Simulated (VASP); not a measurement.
Write the native input for VASP 6.6.1 that does the following.

```
Task                   : single point
Functional             : r2SCAN
Potentials or basis    : VASP PAW PBE potentials, release 64 (Mg, O)
Cutoff                 : 520 eV
k mesh                 : 10 × 10 × 10
Occupations            : gaussian, width 0.05 eV
Spin                   : no spin polarisation
Dipole correction      : no
Further INCAR settings : ALGO = Normal; EDIFF = 1e-06; NBANDS = 11
```

The system is MgO.

```
CELL_PARAMETERS angstrom
0.00000 2.13515 2.13515
2.13515 0.00000 2.13515
2.13515 2.13515 0.00000
ATOMIC_POSITIONS crystal
Mg 0.02927 0.97073 0.02927
O 0.50000 0.50000 0.50000
```

This cell differs from its parent crystal: all Mg atoms moved +0.125 Å, as atom 1 along Cartesian [0 1 0].

The input as run:

POSCAR

```
MgO
1.0
    0.0000000000      2.1351500000      2.1351500000
    2.1351500000      0.0000000000      2.1351500000
    2.1351500000      2.1351500000      0.0000000000
Mg O
1 1
Direct
    0.0292719481     -0.0292719481      0.0292719481
    0.5000000000      0.5000000000      0.5000000000
```

INCAR.step1

```
PREC     = Accurate       # precision mode
ENCUT    = 520            # plane-wave cutoff, eV
ISMEAR   = 0              # smearing method
SIGMA    = 0.05           # smearing width, eV
LREAL    = F              # projectors in reciprocal space
LASPH    = T              # aspherical terms in the spheres
NELM     = 80             # most SCF steps
NBANDS   = 11             # bands
GGA      = PE             # functional
ALGO     = Normal         # electronic algorithm
EDIFF    = 1E-4           # SCF threshold, eV
LWAVE    = T              # write WAVECAR
LCHARG   = F              # write CHGCAR
```

INCAR.step2

```
PREC     = Accurate       # precision mode
ENCUT    = 520            # plane-wave cutoff, eV
EDIFF    = 1E-6           # SCF threshold, eV
ISMEAR   = 0              # smearing method
SIGMA    = 0.05           # smearing width, eV
LREAL    = F              # projectors in reciprocal space
LASPH    = T              # aspherical terms in the spheres
NELM     = 80             # most SCF steps
ALGO     = Normal         # electronic algorithm
ISIF     = 2              # what is computed and relaxed
LWAVE    = F              # write WAVECAR
LCHARG   = T              # write CHGCAR
METAGGA  = R2SCAN         # meta-GGA
LMIXTAU  = T            
LELF     = T              # ELF
LVHAR    = T            
NBANDS   = 11             # bands
ISTART   = 1
```

KPOINTS

```
regular mesh
0
Gamma
  10 10 10
```

Potentials or basis: VASP PAW PBE potentials, release 64 (Mg, O).

Run with:

```bash
$ cat potpaw_PBE.64/Mg/POTCAR potpaw_PBE.64/O/POTCAR > POTCAR
$ cp INCAR.step1 INCAR
$ mpirun -np 1 vasp_std > vasp.out
$ cp INCAR.step2 INCAR
$ mpirun -np 1 vasp_std > vasp.out
```

Results of the run:

```json
{
  "Pressure": "-6.8 GPa",
  "Largest force": "0.630 eV/Å",
  "Band gap on the k mesh": "5.19 eV, direct"
}
```

Caveat: the cell differs from its parent crystal (all Mg atoms moved +0.125 Å, as atom 1 along Cartesian [0 1 0]); the PAW data sets were made with another functional, which shifts forces and pressure a little.

Run time: 24 s on 1 thread of Intel(R) Xeon(R) 6975P-C (Granite Rapids) (shared host), peak memory 0.16 GiB.
